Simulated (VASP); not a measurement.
# InSe in VASP: single point with PBE+D3(BJ)

Aim: the single point of InSe with PBE+D3(BJ).

Program: VASP 6.6.1. These are calculated values, not measurements. Logs are shortened: lines on timing, memory, paths and dates and some standing lists are left out, and cuts for length are marked.

### 1 The cell of the first run

The cell holds a slab with vacuum, 4 atoms: a = 3.946 Å, b = 4.007 Å, c = 36.723 Å, α = 90.00°, β = 90.00°, γ = 119.50°.

### 2 Single point, PBE+D3(BJ) (strain along x -0.020, then relaxed in part)

File INCAR:

```
PREC = Accurate
ENCUT = 520
EDIFF = 1E-7
ISMEAR = 0
SIGMA = 0.02
LREAL = F
LASPH = T
NELM = 100
ALGO = Normal
ISIF = 2
LWAVE = F
LCHARG = F
LDIPOL = T
IDIPOL = 3
DIPOL = 0.5 0.5 0.500
GGA = PE
IVDW = 12
NBANDS = 27
```

File KPOINTS:

```
Automatic mesh
0
Gamma
  12 12 1
```

File POSCAR:

```
InSe
1.0
    3.9460994234      0.0000000000      0.0000000000
   -1.9730497117      3.4871656597      0.0000000000
    0.0000000000      0.0000000000     36.7225669509
Se In
2 2
Direct
    0.3320442806      0.6640885612      0.4260944652
    0.3320442806      0.6640885612      0.5739055348
    0.0012890527      0.0025781055      0.4619747852
    0.0012890527      0.0025781055      0.5380252148
```

Potentials or basis: VASP PAW PBE potentials, release 64 (Se, In_d).

Run with:

```console
$ cat potpaw_PBE.64/Se/POTCAR potpaw_PBE.64/In_d/POTCAR > POTCAR
$ mpirun -np 1 vasp_std > vasp.out
```

OUTCAR:

```text
PREC = Accurate
   ENCUT = 520
   EDIFF = 1E-7
   ISMEAR = 0
   LREAL = F
   LASPH = T
   NELM = 100
   ISIF = 2
   GGA = PE
   IVDW = 12
 IVDW          = 12

 ion  position               nearest neighbor table
   1  0.332  0.664  0.426-   3 2.65   3 2.65   3 2.66
   2  0.332  0.664  0.574-   4 2.65   4 2.65   4 2.66
   3  0.001  0.003  0.462-   1 2.65   1 2.65   1 2.66   4 2.79
   4  0.001  0.003  0.538-   2 2.65   2 2.65   2 2.66   3 2.79

  LATTYP: Found a base centered orthorhombic cell.
 ALAT       =     3.9460994234
 B/A-ratio  =     1.7673987832
 C/A-ratio  =     9.3060419951

  Lattice vectors:

 A1 = (   1.9730497117,  -3.4871656597,   0.0000000000)
 A2 = (   1.9730497117,   3.4871656597,   0.0000000000)
 A3 = (   0.0000000000,   0.0000000000,  36.7225669509)

Analysis of symmetry for initial positions (statically):
=====================================================================
 Subroutine PRICEL returns:
 Original cell was already a primitive cell.

 Routine SETGRP: Setting up the symmetry group for a
 base centered orthorhombic supercell.

 Subroutine GETGRP returns: Found  4 space group operations
 (whereof  4 operations were pure point group operations)
 out of a pool of  8 trial point group operations.

The static configuration has the point symmetry C_2v.

Analysis of symmetry for dynamics (positions and initial velocities):
=====================================================================
 Subroutine PRICEL returns:
 Original cell was already a primitive cell.

 Routine SETGRP: Setting up the symmetry group for a
 base centered orthorhombic supercell.

 Subroutine GETGRP returns: Found  4 space group operations
 (whereof  4 operations were pure point group operations)
 out of a pool of  8 trial point group operations.

The dynamic configuration has the point symmetry C_2v.

 Subroutine INISYM returns: Found  4 space group operations
 (whereof  4 operations are pure point group operations),
 and found     1 'primitive' translations

----------------------------------------------------------------------------------------

                                     Primitive cell

  volume of cell :     505.3283

  direct lattice vectors                    reciprocal lattice vectors
     3.946099423  0.000000000  0.000000000     0.253414801  0.143382921  0.000000000
    -1.973049712  3.487165660  0.000000000     0.000000000  0.286765843  0.000000000
     0.000000000  0.000000000 36.722566951     0.000000000  0.000000000  0.027231212

  length of vectors
[... 94 lines left out ...]
   POTIM  = 0.5000    time-step for ionic-motion
   TEBEG  =    0.0;   TEEND  =   0.0 temperature during run
   PSTRESS=    0.0 pullay stress
   NELECT =      38.0000    total number of electrons
   NUPDOWN=      -1.0000    fix difference up-down
   EMIN   =  10.00;   EMAX   =-10.00  energy-range for DOS
   EFERMI =   0.00;   METHOD = LEGACY
   ISMEAR =     0;   SIGMA  =   0.02  broadening in eV -4-tet -1-fermi 0-gaus
   EFERMI_NEDOS =   21; number of points for ismear=-14 and -15
   IALGO  =     38    algorithm
   IMIX   =      4    mixing-type and parameters
     AMIX     =   0.40;   BMIX     =  1.00
     AMIX_MAG =   1.60;   BMIX_MAG =  1.00
  volume/ion in A,a.u.               =     126.33       852.53
  Fermi-wavevector in a.u.,A,eV,Ry     =   0.691000  1.305801  6.496527  0.477481
  Thomas-Fermi vector in A             =   1.772527
   LORBIT       =      0    0 simple, 1 ext, 2 COOP (PROOUT), +10 PAW based schemes
   GGA     = PE    functional components
   LHFCALC =     F    Hartree Fock is set to
   AEXX    =    0.0000 exact exchange contribution
   IVDW    =    12    specifies the selected vdW correction
   LEPSILON=     F    determine dielectric tensor
   LRPA    =     F    only Hartree local field effects (RPA)
 non-spin polarized calculation
 Gauss-broadening in eV      SIGMA  =   0.02
  energy-cutoff  :      520.00
  volume of cell :      505.33
 maximum number of plane-waves:     13701
 NGX is ok and might be reduce to    30
   NGX = 15   NGY = 15   NGZ =137

 dipolmoment           0.000000      0.000000     -0.000000 electrons x Angstroem

 number of electron      37.9999993 magnetization

 dipolmoment           0.000000      0.000000      0.000000 electrons x Angstroem

 Free energy of the ion-electron system (eV)
  ---------------------------------------------------
  ext. energy  EPLUGINS =         0.00000000
  ---------------------------------------------------
  free energy    TOTEN  =       -14.17726887 eV

  energy without entropy =      -14.17726887  energy(sigma->0) =      -14.17726887

 E-fermi :  -3.7515     XC(G=0):  -2.3442

 val. band max:       -3.8949395158   @ k =  -0.1667   0.0833   0.0000
 cond. band min:      -2.1122216711   @ k =   0.0000   0.0000   0.0000
 fundamental gap:      1.7827178447
 Fermi energy:        -3.7514924745

 k-point     1 :       0.0000    0.0000    0.0000
  band No.  band energies     occupation
      1     -17.8436      2.00000
      2     -17.6646      2.00000
      3     -17.6593      2.00000
      4     -17.5846      2.00000
      5     -17.5771      2.00000
      6     -17.5720      2.00000
[... 709 lines left out ...]
     26       3.7433      0.00000
     27       4.2540      0.00000

 [... further k-points ...]

------------------------ aborting loop because EDIFF is reached ----------------------------------------

 vacuum level on the upper side and lower side of the slab       (xc-potential included)        -0.005        -0.005

 Edisp (eV)   -0.90254

 E8    (eV) :    -0.4354

  FORCE on cell =-STRESS in cart. coord.  units (eV):
  Direction    XX          YY          ZZ          XY          YZ          ZX
  --------------------------------------------------------------------------------------
  -------------------------------------------------------------------------------------
  Total       0.97255     0.28291     0.00204     0.00000     0.00000     0.00000
  in kB       3.08353     0.89699     0.00647     0.00000     0.00000     0.00000
  external pressure =        1.33 kB  Pullay stress =        0.00 kB

 VOLUME and BASIS-vectors are now :
 -----------------------------------------------------------------------------
  energy-cutoff  :      520.00
  volume of cell :      505.33
      direct lattice vectors                 reciprocal lattice vectors
     3.946099423  0.000000000  0.000000000     0.253414801  0.143382921  0.000000000
    -1.973049712  3.487165660  0.000000000     0.000000000  0.286765843  0.000000000
     0.000000000  0.000000000 36.722566951     0.000000000  0.000000000  0.027231212

 POSITION                                       TOTAL-FORCE (eV/Angst)
 -----------------------------------------------------------------------------------
      0.00000      2.31579     15.64728         0.000000      0.000814     -0.013398
      0.00000      2.31579     21.07528         0.000000      0.000814      0.013398
     -0.00000      0.00899     16.96490         0.000000     -0.000814      0.016870
     -0.00000      0.00899     19.75767         0.000000     -0.000814     -0.016870
 -----------------------------------------------------------------------------------
    total drift:                               -0.000000      0.000158     -0.000000

  FREE ENERGIE OF THE ION-ELECTRON SYSTEM (eV)
  ---------------------------------------------------
  free  energy   TOTEN  =       -15.0798119434 eV

  energy  without entropy=      -15.0798119434  energy(sigma->0) =      -15.07981194

 vacuum level on the upper side and lower side of the slab         2.143         2.143
```

stdout:

```text
POSCAR found type information on POSCAR SeIn
 POSCAR found :  2 types and       4 ions
 scaLAPACK will be used
 LDA part: xc-table for (Slater+PW92), standard interpolation
 POSCAR, INCAR and KPOINTS ok, starting setup
 FFT: planning ... GRIDC
 FFT: planning ... GRID_SOFT
 FFT: planning ... GRID
 WAVECAR not read
 entering main loop
```

It took 15 min on 1 thread of Intel Xeon Platinum 8488C (Sapphire Rapids), shared host; peak memory 0.88 GiB.

What came out:

```
Free energy                : -15.0798 eV
Largest force              : 0.017 eV/Å
Band gap on the k mesh     : 1.78 eV, indirect (least direct gap 1.86 eV)
Dispersion energy per atom : -0.226 eV
```

Forces in eV/Å, atoms in the order of the input:
```
Se   0.000  0.001 -0.013
Se   0.000  0.001  0.013
In   0.000 -0.001  0.017
In   0.000 -0.001 -0.017
```

Caveat: the cell differs from its parent crystal (strain along x -0.020, then relaxed in part); spin-orbit coupling is left out, which moves the levels of the heavy elements.
